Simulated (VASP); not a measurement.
Input of a VASP 6.6.1 run:

POSCAR

```
Cu3N
1.0
    3.8584250000      0.0000000000      0.0000000000
    0.0000000000      3.8584250000      0.0000000000
    0.0000000000      0.0000000000      3.8584250000
Cu N
3 1
Direct
    0.5000000000      0.0000000000      0.0000000000
    0.0000000000      0.5000000000      0.0000000000
    0.0000000000      0.0000000000      0.5000000000
    0.0000000000      0.0000000000      0.0000000000
```

File INCAR.step1:

```
SYSTEM = Cu3N
ALGO = Normal
EDIFF = 1E-5
ENCUT = 660
GGA = PE
GGA_COMPAT = .False.
ISMEAR = -1
LASPH = .True.
LCHARG = .False.
LREAL = .False.
LWAVE = .True.
NBANDS = 27
NELM = 120
PREC = Accurate
SIGMA = 0.1
```

INCAR.step2

```
SYSTEM = Cu3N
ALGO = Normal
EDIFF = 1E-6
ENCUT = 660
GGA_COMPAT = .False.
ISIF = 2
ISMEAR = -1
ISTART = 1
LASPH = .True.
LCHARG = .True.
LELF = .True.
LMIXTAU = .True.
LREAL = .False.
LVHAR = .True.
LWAVE = .False.
METAGGA = R2SCAN
NBANDS = 27
NELM = 120
PREC = Accurate
SIGMA = 0.1
```

The input KPOINTS:

```
k-points
0
Gamma
  7 7 7
  0 0 0
```

Potentials or basis: VASP PAW PBE potentials, release 64 (Cu, N).

Command:

```sh
$ cat potpaw_PBE.64/Cu/POTCAR potpaw_PBE.64/N/POTCAR > POTCAR
$ cp INCAR.step1 INCAR
$ mpirun -np 1 vasp_std > vasp.out
$ cp INCAR.step2 INCAR
$ mpirun -np 1 vasp_std > vasp.out
```

Task: What does it give for the pressure?

Result: -5.8 GPa.

Task: What does it give for the band gap on the k mesh?

Result: 1.16 eV, indirect (least direct gap 1.59 eV).

Caveat: the PAW data sets were made with another functional, which shifts forces and pressure a little. r2SCAN opens gaps a little over a GGA but as a rule still falls short of measured ones.
